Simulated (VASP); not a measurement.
Input of a VASP 6.6.1 run:

Contents of INCAR:

```
SYSTEM = CaS
ALGO = Normal
EDIFF = 1E-6
ENCUT = 500
GGA = PE
GGA_COMPAT = .FALSE.
ISIF = 2
ISMEAR = -5
ISYM = 0
IVDW = 12
LASPH = .TRUE.
LCHARG = .FALSE.
LREAL = .FALSE.
LWAVE = .FALSE.
NBANDS = 15
NELM = 120
PREC = Accurate
SIGMA = 0.1
```

File KPOINTS:

```
Automatic mesh
0
Gamma
  2 2 2
  0.5 0.5 0.5
```

The input POSCAR:

```
CaS
1.0
    0.0000000000      2.8523742917      2.8523742917
    2.8523742917      0.0000000000      2.8523742917
    2.8523742917      2.8523742917      0.0000000000
Ca S
1 1
Direct
    0.0000000000      0.0000000000      0.0000000000
    0.5000000000      0.5000000000      0.5000000000
```

Potentials or basis: VASP PAW PBE potentials, release 64 (Ca_sv, S).

Run with:

```bash
$ cat potpaw_PBE.64/Ca_sv/POTCAR potpaw_PBE.64/S/POTCAR > POTCAR
$ mpirun -np 1 vasp_std > vasp.out
```

(1) Predict the pressure.

(2) Estimate the dispersion energy per atom.

Answers

(1) -2.4 GPa.

(2) -0.333 eV.

Caveat: the k points lie up to 0.95 Å⁻¹ apart; three body term missing.
